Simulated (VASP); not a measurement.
Runs of VASP 6.6.1 on AgI. The structure is that of space group F-43m (No. 216), or close to it. The cells are those of the table. 

| task | cell | gap on the mesh (eV) | pressure (GPa) |
| --- | --- | --- | --- |
| relaxation of cell and atoms | relaxed to 4 GPa from a = 4.651 Å, angles 60.0°, 2 atoms | 1.80 | 4.0 |
| single point | a = 4.266 Å, angles 60.0°, 2 atoms | 1.83 | 14.7 |
| single point | a = 4.349 Å, angles 60.0°, 2 atoms | (b) | 9.8 |
| single point | a = 4.560 Å, angles 60.0°, 2 atoms | 1.79 | (a) |

Alike in all rows: level r2SCAN; potentials or basis VASP PAW PBE potentials, release 64 (Ag, I); no spin polarisation; k mesh 8 × 8 × 8; cutoff (eV) 550; smearing gaussian 0.01 eV.

Q: Estimate the missing entries.

A: (a) 1.9; (b) 1.81.

Caveats: the PAW data sets were made with another functional, which shifts forces and pressure a little; spin-orbit coupling is left out, which moves the levels of the heavy elements; the cell stands under pressure (at least some runs); the cell is relaxed towards a set pressure, so the run minimises the enthalpy, not the energy (at least some runs).

A k mesh can miss the band edges, and the runs leave out spin-orbit coupling on Ag, I.
